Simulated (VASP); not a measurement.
**VB4Os: single point with PBE**

Crystal: VB4Os.

```
V B Os
1.0
     2.87749    0.00000    0.00000
    -1.43874    2.49198    0.00000
     0.00000    0.00000    7.45371
V B Os
1 4 1
Direct
  0.00000 0.00000 0.00000
  0.00000 0.00000 0.70948
  0.33333 0.66667 0.79692
  0.33333 0.66667 0.20308
  0.00000 0.00000 0.29052
  0.33333 0.66667 0.50000
```

```yaml
Program: VASP 6.6.1
Task: single point
Functional: PBE
Potentials_or_basis: VASP PAW PBE potentials, release 64 (V_sv, B, Os)
Cutoff: 520 eV
k_mesh: 9 × 9 × 3
Occupations: fermi-dirac, width 0.1 eV
Spin: collinear spin, ferromagnetic start
Starting_moments: "[1.5, 0.0, 0.0, 0.0, 0.0, 0.0] μB"
Dipole_correction: no
Further_INCAR_settings: ALGO = Normal; EDIFF = 1e-06; NBANDS = 30
```

```yaml
Pressure: -0.2 GPa
Largest_force: 0.054 eV/Å
Net_moment: 0.00 μB per cell
Valence_electrons_inside_the_program's_atomic_spheres: V 11.72; B 1.95, 1.97; Os 7.59
```

Forces on the atoms (eV/Å):
```
V    0.000  0.000  0.000
B    0.000  0.000 -0.054
B    0.000  0.000  0.003
B    0.000  0.000 -0.003
B    0.000  0.000  0.054
Os   0.000  0.000  0.000
```

Stress tensor (GPa, compression positive):
```
-0.53  0.00  0.00
 0.00 -0.53  0.00
 0.00  0.00  0.55
```

Levels at points of the mesh, in eV from the Fermi level:
Spin up:
```tsv
k point	band 15	band 16	band 17	band 18	band 19	band 20
(0.00, 0.00, 0.00)	-0.19	-0.19	0.76	0.76	2.42	2.42
```
Spin down:
| k point | band 14 | band 15 | band 16 | band 17 | band 18 | band 19 | band 20 | band 21 |
| --- | --- | --- | --- | --- | --- | --- | --- | --- |
| (0.00, 0.00, 0.00) | -2.15 | -0.19 | -0.19 | 0.76 | 0.76 | 2.42 | 2.42 | 4.40 |

It took 99 s on 1 thread of Oxide Virtual Turin-like Processor, with other jobs on the host, peak memory 0.21 GiB.

Caveat: spin-orbit coupling is left out, which moves the levels of the heavy elements.
